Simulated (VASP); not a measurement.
Write the native input for VASP 6.6.1 that does the following.

```
Task                   : single point
Functional             : PBE
Potentials or basis    : VASP PAW PBE potentials, release 64 (B, As)
Cutoff                 : 500 eV
k mesh                 : 6 × 6 × 6
Occupations            : methfessel-paxton, width 0.2 eV
Spin                   : no spin polarisation
Dipole correction      : no
Further INCAR settings : ALGO = Normal; EDIFF = 1e-06; NBANDS = 11
```

The structure of BAs lies in POSCAR:

```
BAs
1.0
    0.0000000000      2.3052873216      2.3052873216
    2.3052873216      0.0000000000      2.3052873216
    2.3052873216      2.3052873216      0.0000000000
B As
1 1
Direct
    0.0000000000      0.0000000000      0.0000000000
    0.5000000000      0.5000000000      0.5000000000
```

The input as run:

INCAR

```
PREC = Accurate
ENCUT = 500
EDIFF = 1E-6
ISMEAR = 1
SIGMA = 0.2
LREAL = F
LASPH = T
NELM = 120
ALGO = Normal
ISIF = 2
LWAVE = F
LCHARG = T
GGA = PE
LELF = T
LVHAR = T
NBANDS = 11
GGA_COMPAT = F
```

KPOINTS

```
Automatic mesh
0
Gamma
  6 6 6
```

Potentials or basis: VASP PAW PBE potentials, release 64 (B, As).

Command:

```console
$ cat potpaw_PBE.64/B/POTCAR potpaw_PBE.64/As/POTCAR > POTCAR
$ mpirun -np 1 vasp_std > vasp.out
```

It gave:

```
Pressure               : 0.7 GPa
Band gap on the k mesh : zero (band 4 reaches 8.79 eV, above the bottom of band 5 at 3.91 eV)
```

Caveat: the k points lie up to 0.39 Å⁻¹ apart.

Wall time 9.3 s on 1 thread of AMD EPYC 7R13 (shared host), peak memory 0.11 GiB.
